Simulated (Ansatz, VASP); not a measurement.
## Li4BH: VASP beside Ansatz

```
Li B H
1.0
     3.24071    0.00000    0.00000
    -1.62036    2.80654    0.00000
     0.00000    0.00000    9.81266
Li B H
4 1 1
Direct
  0.33333 0.66667 0.85965
  0.66667 0.33333 0.14035
  0.33333 0.66667 0.36833
  0.66667 0.33333 0.63167
  0.00000 0.00000 0.00000
  0.00000 0.00000 0.50000
```

Alike in both runs: task relaxation of cell and atoms; functional PBE; k mesh 6 × 6 × 2; occupations gaussian, width 0.1 eV; no spin polarisation.

```csv
,VASP,Ansatz
version,VASP 6.6.1,Ansatz 0.2.0
potentials or method,"VASP PAW PBE potentials, release 64 (Li_sv, B, H), cutoff 600 eV","scalar-relativistic, plane waves, PAW"
valence electrons in the cell,16,16
```

Ansatz gave:

* gap on the k mesh at the Fermi level, each at its own relaxed structure (eV): none
* relaxed volume (Å³/atom): 11.69
* relaxed length of the cell vector where the two differ most in proportion (Å): 11.143

Problem. Which values does VASP return?

Solution. gap on the k mesh at the Fermi level, each at its own relaxed structure (eV): none; relaxed volume (Å³/atom): 11.53; relaxed length of the cell vector where the two differ most in proportion (Å): 11.024.

A gap of «none» marks a metal or a gap that the smearing closes.

The k mesh is coarse, so the values compare programs but aren't converged. Noted on VASP's run: the cutoff is under 1.25 times that of the potentials, so the pressure is a little rough; the volume moved by over 15 % at a fixed basis, so the end points are rough.
